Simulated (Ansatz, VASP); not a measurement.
**Two plane-wave programs on Rh**

File INCAR:

```
SYSTEM = Rh
ALGO = Fast ; EDIFF = 1E-6
ENCUT = 520 ; GGA = PE
ISIF = 2 ; ISMEAR = 0
LASPH = .True. ; LCHARG = .False.
LREAL = .False. ; LWAVE = .False.
NBANDS = 22 ; NELM = 100
PREC = Accurate ; SIGMA = 0.1
```

The input KPOINTS:

```
k-points
0
Gamma
  18 18 10
  0 0 0
```

POSCAR

```
Rh
1.0
    2.8273279828      0.0000000000      0.0000000000
   -1.4136639914      2.4485378580      0.0000000000
    0.0000000000      0.0000000000      4.3190167519
Rh
2
Direct
    0.6666666700      0.3333333300      0.7500000000
    0.3333333300      0.6666666700      0.2500000000
```

Input for Ansatz:

```yaml
crystal:
  lattice:
    - [2.8273279828, 0.0, 0.0]
    - [-1.4136639914, 2.448537858, 0.0]
    - [0.0, 0.0, 4.3190167519]
  atoms:
    - { symbol: Rh, position: [0.66666667, 0.33333333, 0.75] }
    - { symbol: Rh, position: [0.33333333, 0.66666667, 0.25] }
basis:
  ecutwfc: 420
kpoints:
  mp_grid: { grid: [18, 18, 10] }
hamiltonian:
  xc: pbe
scf:
  occupations: { method: gaussian, width: 0.1 }
output:
  forces: true
  stress: true
  eigenvalues: true
```

Alike in both runs: task single point; functional PBE; k mesh 18 × 18 × 10; occupations gaussian, width 0.1 eV; no spin polarisation.

|  | VASP | Ansatz |
| --- | --- | --- |
| version | VASP 6.6.1 | Ansatz 0.2.0 |
| potentials or method | VASP PAW PBE potentials, release 64 (Rh_pv), cutoff 520 eV | scalar-relativistic, plane waves, PAW |
| valence electrons in the cell | 30 | 34 |

```tsv
	VASP	Ansatz	Ansatz less VASP
gap on the k mesh at the Fermi level (eV)	none	none	-
pressure (GPa)	-11.8	-11.9	-0.11
traceless stress, the component that is largest in VASP (GPa)	6.79	6.78	-0.017
```

A gap of «none» marks a metal or a gap that the smearing closes. VASP's potentials hold 30 valence electrons a cell and Ansatz's 34, so a difference there can come from the potentials and not from the codes.
